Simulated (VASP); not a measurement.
# Mo (Pm-3m) in VASP: a series of runs

The runs below take Mo through single point, with PBE, HSE06.

Everything below comes from runs of VASP 6.6.1. Logs are shortened: lines on timing, memory, paths and dates and some standing lists are left out, and cuts for length are marked.

### 1 The cell of the first run

Symmetry: Pm-3m, No. 221, cubic system. The conventional cell has a = 2.604 Å, b = 2.604 Å, c = 2.604 Å, α = 90.00°, β = 90.00°, γ = 90.00°. Within 3.4 Å of Mo (site symmetry m-3m) lie 6 Mo at 2.60 Å.

### 2 Single point, PBE

Input file INCAR:

```
PREC = Accurate
ENCUT = 520
EDIFF = 1E-6
ISMEAR = -1
SIGMA = 0.1
LREAL = False
LASPH = True
NELM = 100
ALGO = Normal
ISIF = 2
LWAVE = False
LCHARG = False
GGA = PE
NBANDS = 13
```

Input file KPOINTS:

```
Automatic mesh
0
Gamma
  6 6 6
```

Input file POSCAR:

```
Mo
1.0
    2.6039359929      0.0000000000      0.0000000000
    0.0000000000      2.6039359929      0.0000000000
    0.0000000000      0.0000000000      2.6039359929
Mo
1
Direct
    0.0000000000      0.0000000000      0.0000000000
```

Potentials or basis: VASP PAW PBE potentials, release 64 (Mo_sv).

Command:

```bash
cat potpaw_PBE.64/Mo_sv/POTCAR > POTCAR
mpirun -np 1 vasp_std > vasp.out
```

OUTCAR:

```text
PREC = Accurate
   ENCUT = 520
   EDIFF = 1E-6
   ISMEAR = -1
   LREAL = False
   LASPH = True
   NELM = 100
   ISIF = 2
   GGA = PE

 ion  position               nearest neighbor table
   1  0.000  0.000  0.000-

  LATTYP: Found a simple cubic cell.
 ALAT       =     2.6039359929

  Lattice vectors:

 A1 = (   2.6039359929,   0.0000000000,   0.0000000000)
 A2 = (   0.0000000000,   2.6039359929,   0.0000000000)
 A3 = (   0.0000000000,   0.0000000000,   2.6039359929)

Analysis of symmetry for initial positions (statically):
=====================================================================
 Subroutine PRICEL returns:
 Original cell was already a primitive cell.

 Routine SETGRP: Setting up the symmetry group for a
 simple cubic supercell.

 Subroutine GETGRP returns: Found 48 space group operations
 (whereof 48 operations were pure point group operations)
 out of a pool of 48 trial point group operations.

The static configuration has the point symmetry O_h .

Analysis of symmetry for dynamics (positions and initial velocities):
=====================================================================
 Subroutine PRICEL returns:
 Original cell was already a primitive cell.

 Routine SETGRP: Setting up the symmetry group for a
 simple cubic supercell.

 Subroutine GETGRP returns: Found 48 space group operations
 (whereof 48 operations were pure point group operations)
 out of a pool of 48 trial point group operations.

The dynamic configuration has the point symmetry O_h .

 Subroutine INISYM returns: Found 48 space group operations
 (whereof 48 operations are pure point group operations),
 and found     1 'primitive' translations

----------------------------------------------------------------------------------------

                                     Primitive cell

  volume of cell :      17.6559

  direct lattice vectors                    reciprocal lattice vectors
     2.603935993  0.000000000  0.000000000     0.384034017  0.000000000  0.000000000
     0.000000000  2.603935993  0.000000000     0.000000000  0.384034017  0.000000000
     0.000000000  0.000000000  2.603935993     0.000000000  0.000000000  0.384034017

  length of vectors
     2.603935993  2.603935993  2.603935993     0.384034017  0.384034017  0.384034017

  position of ions in fractional coordinates (direct lattice)
     0.000000000  0.000000000  0.000000000

  ion indices of the primitive-cell ions
   primitive index   ion index
                 1           1

----------------------------------------------------------------------------------------

 KPOINTS: Automatic mesh

Automatic generation of k-mesh.
 Grid dimensions read from file:
 generate k-points for:    6    6    6

 Generating k-lattice:

  Cartesian coordinates                     Fractional coordinates (reciprocal lattice)
     0.064005670  0.000000000  0.000000000     0.166666667  0.000000000  0.000000000
     0.000000000  0.064005670  0.000000000     0.000000000  0.166666667  0.000000000
     0.000000000  0.000000000  0.064005670     0.000000000  0.000000000  0.166666667

  Length of vectors
     0.064005670  0.064005670  0.064005670

  Shift w.r.t. Gamma in fractional coordinates (k-lattice)
     0.000000000  0.000000000  0.000000000

 Subroutine IBZKPT returns following result:
 ===========================================

 Found     20 irreducible k-points:

 Following reciprocal coordinates:
            Coordinates               Weight
  0.000000  0.000000  0.000000      1.000000
  0.166667  0.000000  0.000000      6.000000
  0.333333  0.000000  0.000000      6.000000
  0.500000  0.000000  0.000000      3.000000
  0.166667  0.166667  0.000000     12.000000
  0.333333  0.166667  0.000000     24.000000
[... 12 lines left out ...]
  0.500000  0.500000  0.333333      6.000000
  0.500000  0.500000  0.500000      1.000000
   k-points           NKPTS =     20   k-points in BZ     NKDIM =     20   number of bands    NBANDS=     13
   number of dos      NEDOS =    301   number of ions     NIONS =      1
   total plane-waves  NPLWV =   8000
   dimension x,y,z NGX =    20 NGY =   20 NGZ =   20
   dimension x,y,z NGXF=    40 NGYF=   40 NGZF=   40
   ions per type =               1
   NGX,Y,Z   is equivalent  to a cutoff of  12.77, 12.77, 12.77 a.u.
   NGXF,Y,Z  is equivalent  to a cutoff of  25.54, 25.54, 25.54 a.u.
 SYSTEM =  unknown system
   PREC   = accura    normal or accurate (medium, high low for compatibility)
   ISTART =      0    job   : 0-new  1-cont  2-samecut
   ICHARG =      2    charge: 1-file 2-atom 10-const
   ISPIN  =      1    spin polarized calculation?
   LNONCOLLINEAR =      F non collinear calculations
   LSORBIT =      F    spin-orbit coupling
   LASPH  =      T    aspherical Exc in radial PAW
   ENCUT  =  520.0 eV  38.22 Ry    6.18 a.u.   4.84  4.84  4.84*2*pi/ulx,y,z
   NELM   =    100;   NELMIN=  2; NELMDL= -5     # of ELM steps
   EDIFF  = 0.1E-05   stopping-criterion for ELM
   LREAL  =      F    real-space projection
   EDIFFG = 0.1E-04   stopping-criterion for IOM
   NSW    =      0    number of steps for IOM
   IBRION =     -1    ionic relax: 0-MD 1-quasi-New 2-CG
   NFREE  =      0    steps in history (QN), initial steepest desc. (CG)
   ISIF   =      2    stress and relaxation
   ISYM   =      2    0-nonsym 1-usesym 2-fastsym
   POTIM  = 0.5000    time-step for ionic-motion
   TEBEG  =    0.0;   TEEND  =   0.0 temperature during run
   PSTRESS=    0.0 pullay stress
   NELECT =      14.0000    total number of electrons
   NUPDOWN=      -1.0000    fix difference up-down
   EMIN   =  10.00;   EMAX   =-10.00  energy-range for DOS
   EFERMI =   0.00;   METHOD = LEGACY
   ISMEAR =    -1;   SIGMA  =   0.10  broadening in eV -4-tet -1-fermi 0-gaus
   EFERMI_NEDOS =   21; number of points for ismear=-14 and -15
   IALGO  =     38    algorithm
   IMIX   =      4    mixing-type and parameters
     AMIX     =   0.40;   BMIX     =  1.00
     AMIX_MAG =   1.60;   BMIX_MAG =  1.00
  volume/ion in A,a.u.               =      17.66       119.15
  Fermi-wavevector in a.u.,A,eV,Ry     =   1.515260  2.863427 31.239158  2.296013
  Thomas-Fermi vector in A             =   2.624808
   LORBIT       =      0    0 simple, 1 ext, 2 COOP (PROOUT), +10 PAW based schemes
   GGA     = PE    functional components
   LHFCALC =     F    Hartree Fock is set to
   AEXX    =    0.0000 exact exchange contribution
   IVDW    =     0    specifies the selected vdW correction
   LEPSILON=     F    determine dielectric tensor
   LRPA    =     F    only Hartree local field effects (RPA)
 non-spin polarized calculation
  energy-cutoff  :      520.00
  volume of cell :       17.66
 maximum number of plane-waves:       487
 NGX is ok and might be reduce to    20
   NGX =  9   NGY =  9   NGZ =  9

 number of electron      13.9999996 magnetization

 Free energy of the ion-electron system (eV)
  ---------------------------------------------------
  ext. energy  EPLUGINS =         0.00000000
  ---------------------------------------------------
  free energy    TOTEN  =        -9.88149834 eV

  energy without entropy =       -9.83341115  energy(sigma->0) =       -9.85745475

 E-fermi :  10.5124     XC(G=0): -12.5663

 val. band max:       10.3906566519   @ k =   0.3333   0.3333   0.1667
 cond. band min:      10.5580459579   @ k =   0.3333   0.3333   0.1667
 fundamental gap:      0.1673893060
 Fermi energy:        10.5124106545

 k-point     1 :       0.0000    0.0000    0.0000
  band No.  band energies     occupation
      1     -50.4529      2.00000
      2     -23.7385      2.00000
      3     -23.7385      2.00000
      4     -23.7385      2.00000
      5       4.1663      2.00000
      6       6.5032      2.00000
      7       6.5032      2.00000
      8      14.4486      0.00000
      9      14.4486      0.00000
     10      14.4487      0.00000
     11      26.0720      0.00000
     12      26.0720      0.00000
     13      26.0720      0.00000

 k-point     2 :       0.1667    0.0000    0.0000
  band No.  band energies     occupation
      1     -50.4051      2.00000
      2     -24.1239      2.00000
      3     -23.7051      2.00000
      4     -23.7051      2.00000
      5       4.9131      2.00000
      6       6.7055      2.00000
      7       7.4580      2.00000
      8      13.4547      0.00000
      9      13.4547      0.00000
     10      14.5273      0.00000
     11      23.0599      0.00000
     12      27.5813      0.00000
     13      27.5813      0.00000

 k-point     3 :       0.3333    0.0000    0.0000
  band No.  band energies     occupation
      1     -50.3077      2.00000
      2     -24.8505      2.00000
      3     -23.6378      2.00000
      4     -23.6378      2.00000
      5       6.3206      2.00000
      6       7.1451      2.00000
      7       9.7471      1.99905
      8      11.9106      0.00000
      9      11.9107      0.00000
     10      14.6890      0.00000
     11      20.0219      0.00000
     12      26.1996      0.00000
     13      30.3719      0.00000
[... 241 lines left out ...]
 k-point    19 :       0.5000    0.5000    0.3333
  band No.  band energies     occupation
      1     -49.9351      2.00000
      2     -24.8438      2.00000
      3     -24.8438      2.00000
      4     -24.4814      2.00000
      5       6.4698      2.00000
      6       7.7540      2.00000
      7       7.7540      2.00000
      8      13.7527      0.00000
      9      16.8243      0.00000
     10      19.7401      0.00000
     11      21.8941      0.00000
     12      21.8941      0.00000
     13      25.2833      0.00000

 k-point    20 :       0.5000    0.5000    0.5000
  band No.  band energies     occupation
      1     -49.8890      2.00000
      2     -24.7956      2.00000
      3     -24.7956      2.00000
      4     -24.7956      2.00000
      5       6.9388      2.00000
      6       6.9388      2.00000
      7       6.9388      2.00000
      8      16.8800      0.00000
      9      16.8800      0.00000
     10      18.3577      0.00000
     11      23.3424      0.00000
     12      23.3424      0.00000
     13      23.3424      0.00000

------------------------ aborting loop because EDIFF is reached ----------------------------------------

  FORCE on cell =-STRESS in cart. coord.  units (eV):
  Direction    XX          YY          ZZ          XY          YZ          ZX
  --------------------------------------------------------------------------------------
  -------------------------------------------------------------------------------------
  Total       -0.1089723     -0.1089723     -0.1089723      0.0000000      0.0000000     -0.0000000
  in kB       -9.8886251     -9.8886251     -9.8886251      0.0000000      0.0000000     -0.0000000
  external PRESSURE =      -9.8886251 kB  Pullay stress =       0.0000000 kB

 VOLUME and BASIS-vectors are now :
 -----------------------------------------------------------------------------
  energy-cutoff  :      520.00
  volume of cell :       17.66
      direct lattice vectors                 reciprocal lattice vectors
     2.603935993  0.000000000  0.000000000     0.384034017  0.000000000  0.000000000
     0.000000000  2.603935993  0.000000000     0.000000000  0.384034017  0.000000000
     0.000000000  0.000000000  2.603935993     0.000000000  0.000000000  0.384034017

 POSITION                                       TOTAL-FORCE (eV/Angst)
 -----------------------------------------------------------------------------------
      0.00000      0.00000      0.00000         0.000000      0.000000      0.000000
 -----------------------------------------------------------------------------------
    total drift:                               -0.000000      0.000000     -0.000000

  FREE ENERGIE OF THE ION-ELECTRON SYSTEM (eV)
  ---------------------------------------------------
  free  energy   TOTEN  =        -9.8814983420 eV

  energy  without entropy=       -9.8334111524  energy(sigma->0) =       -9.85745475
```

It took 4.3 s on 1 thread of AMD EPYC 7R13 (Zen 3), shared host; peak memory 0.09 GiB.

What came out:

| Property | Result |
| --- | --- |
| Free energy | -9.8815 eV |
| Pressure | -1.0 GPa |
| Band gap on the k mesh | zero (band 7 reaches 11.92 eV, above the bottom of band 8 at 9.84 eV) |

Levels at points of the mesh, in eV from the Fermi level:
```
           k point  band 3  band 4  band 5  band 6  band 7  band 8  band 9  band 10  band 11  band 12
(0.00, 0.00, 0.00)  -34.25  -34.25   -6.35   -4.01   -4.01    3.94    3.94     3.94    15.56    15.56
(0.50, 0.00, 0.00)  -34.12  -34.12   -3.35   -3.13    0.20    0.76    0.76     4.26     9.20    14.39
(0.50, 0.50, 0.00)  -35.50  -33.99   -5.14   -2.12    1.41    1.41    5.86     5.86     6.15    14.24
(0.50, 0.50, 0.50)  -35.31  -35.31   -3.57   -3.57   -3.57    6.37    6.37     7.85    12.83    12.83
```

Caveat: the k points lie up to 0.40 Å⁻¹ apart.

### 3 Single point, HSE06

POSCAR is that of step 2.

Input file INCAR.step1:

```
PREC = Accurate ; ENCUT = 520
EDIFF = 1E-5 ; ISMEAR = -1
SIGMA = 0.1 ; LREAL = False
LASPH = True ; NELM = 80
ALGO = Normal ; ISIF = 2
LWAVE = True ; NBANDS = 13
GGA = PE
```

Input file INCAR.step2:

```
PREC = Accurate ; ENCUT = 520
EDIFF = 1E-6 ; ISMEAR = -1
SIGMA = 0.1 ; LREAL = False
LASPH = True ; NELM = 80
ALGO = Normal ; ISIF = 2
LWAVE = False ; LCHARG = True
GGA = PE ; LHFCALC = True
HFSCREEN = 0.2079 ; PRECFOCK = Normal
LELF = True ; LVHAR = True
NBANDS = 13 ; ISTART = 1
```

Input file KPOINTS:

```
regular mesh
0
Gamma
  6 6 6
```

Potentials or basis: VASP PAW PBE potentials, release 64 (Mo_sv).

Command:

```bash
cat potpaw_PBE.64/Mo_sv/POTCAR > POTCAR
cp INCAR.step1 INCAR
mpirun -np 1 vasp_std > vasp.out
cp INCAR.step2 INCAR
mpirun -np 1 vasp_std > vasp.out
```

It took 15 min on 1 thread of AMD EPYC 7R13 (Zen 3), shared host; peak memory 0.2 GiB.

It converged, with:

```yaml
Free_energy: -11.6487 eV
Pressure: -7.6 GPa
Band_gap_on_the_k_mesh: zero (band 7 reaches 12.30 eV, above the bottom of band 8 at 9.85 eV)
```

Levels at points of the mesh, in eV from the Fermi level:
| k point | band 3 | band 4 | band 5 | band 6 | band 7 | band 8 | band 9 | band 10 | band 11 | band 12 |
| --- | --- | --- | --- | --- | --- | --- | --- | --- | --- | --- |
| (0.00, 0.00, 0.00) | -36.99 | -36.99 | -7.38 | -5.04 | -5.04 | 4.79 | 4.79 | 4.79 | 16.49 | 16.49 |
| (0.50, 0.00, 0.00) | -36.85 | -36.85 | -4.12 | -4.01 | -0.12 | 1.16 | 1.16 | 5.12 | 9.97 | 15.16 |
| (0.50, 0.50, 0.00) | -38.41 | -36.71 | -5.98 | -2.81 | 1.83 | 1.83 | 6.24 | 6.24 | 6.68 | 15.28 |
| (0.50, 0.50, 0.50) | -38.18 | -38.18 | -4.21 | -4.21 | -4.21 | 6.93 | 6.93 | 8.34 | 13.71 | 13.71 |

Caveat: the k points lie up to 0.40 Å⁻¹ apart; the PAW data sets were made with another functional, which shifts forces and pressure a little.
